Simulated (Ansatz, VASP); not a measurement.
Two plane-wave programs on C

```
C
1.0
     1.16913   -2.19386    0.00000
     1.16913    2.19386    0.00000
     0.00000    0.00000    8.94271
C
4
Direct
  0.08333 0.91667 0.75030
  0.58333 0.41667 0.24970
  0.91667 0.08333 0.24970
  0.41667 0.58333 0.75030
```

Change from the starting cell: volume 11.469 Å^3 an atom, stretch along a over the lengths across it, relative to the relaxed cell 0.9230.

Alike in both runs: task single point; functional PBE; k mesh 21 × 21 × 6; occupations gaussian, width 0.15 eV; no spin polarisation.

```csv
,VASP,Ansatz
version,VASP 6.6.1,Ansatz 0.2.0
potentials or method,"VASP PAW PBE potentials, release 64 (C), cutoff 520 eV","scalar-relativistic, plane waves, PAW"
valence electrons in the cell,16,16
```

VASP gave:

```
gap on the k mesh at the Fermi level (eV)                     : 0.73
least direct gap on the mesh (eV)                             : 0.73
pressure (GPa)                                                : 10.3
traceless stress, the component that is largest in VASP (GPa) : 34.21
rms of the force components (eV/Å)                            : 0.579
```

Question: Which values does Ansatz return?

Answer: gap on the k mesh at the Fermi level (eV): 0.74; least direct gap on the mesh (eV): 0.74; pressure (GPa): 9.9; traceless stress, the component that is largest in VASP (GPa): 33.92; rms of the force components (eV/Å): 0.570.

Atom by atom the forces differ by 0.009 eV/Å (rms over components).
